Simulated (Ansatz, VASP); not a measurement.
MgS in VASP and in Ansatz

```
Mg S
1.0
     0.00000    2.56540    2.60551
     2.56540    0.00000    2.60551
     2.56540    2.56540    0.00000
Mg S
1 1
Direct
  0.00000 0.00000 0.00000
  0.50000 0.50000 0.50000
```

Change from the starting cell: strained cell.

Alike in both runs: functional PBEsol; k mesh 6 × 6 × 6; occupations gaussian, width 0.02 eV; no spin polarisation.

Ansatz relaxed the structure, and its values are those at the end. VASP's run is a single point on that final structure, the one shown.

|  | VASP | Ansatz |
| --- | --- | --- |
| version | VASP 6.6.1 | Ansatz 0.2.0 |
| potentials or method | VASP PAW PBE potentials, release 64 (Mg, S), cutoff 600 eV | scalar-relativistic, plane waves, PAW |
| valence electrons in the cell | 8 | 16 |

```tsv
	VASP	Ansatz	Ansatz less VASP
gap on the k mesh at the Fermi level (eV)	2.69	2.68	-0.004
least direct gap on the mesh (eV)	3.76	3.76	-0.001
pressure (GPa)	1.0	1.2	+0.19
```

VASP's potentials were made for PBE, not for PBEsol. VASP's potentials hold 8 valence electrons a cell and Ansatz's 16, so a difference there can come from the potentials and not from the codes. Ansatz's warnings: stress scf threshold loose.
